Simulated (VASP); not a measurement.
## CuAs: single point with LDA

Crystal: CuAs.

```
Cu As
1.0
     3.64969    0.00000    0.00000
    -1.82484    3.16072    0.00000
     0.00000    0.00000    5.62709
Cu As
2 2
Direct
  0.00000 0.00000 0.50000
  0.00000 0.00000 0.00000
  0.66667 0.33333 0.75000
  0.33333 0.66667 0.25000
```

This cell differs from its parent crystal: volume 16.228 Å^3 an atom, c/a of the conventional cell 1.5418.

| Quantity | Value |
| --- | --- |
| Program | VASP 6.6.1 |
| Task | single point |
| Functional | LDA |
| Potentials or basis | VASP PAW LDA potentials, release 64 (Cu, As) |
| Cutoff | 520 eV |
| k mesh | 15 × 15 × 10 |
| Occupations | gaussian, width 0.15 eV |
| Spin | no spin polarisation |
| Dipole correction | no |
| Further INCAR settings | ALGO = Normal; EDIFF = 1e-07; NBANDS = 24 |

```yaml
Pressure: -6.9 GPa
Band_gap_on_the_k_mesh: zero (band 16 reaches 7.95 eV, above the bottom of band 17 at 5.33 eV)
```

Stress tensor (GPa, compression positive):
```
 -3.40   0.00   0.00
  0.00  -3.40   0.00
  0.00   0.00 -13.89
```

Levels at points of the mesh, in eV from the Fermi level:
```csv
k point,band 14,band 15,band 16,band 17,band 18,band 19
"(0.00, 0.00, 0.00)",0.63,0.63,1.67,1.96,1.96,3.97
"(0.00, 0.00, 0.50)",-1.88,1.47,1.47,1.47,1.47,5.10
```

Wall time 3.2 min on 1 thread of Intel Xeon 6975P-C (shared host), peak memory 0.33 GiB.
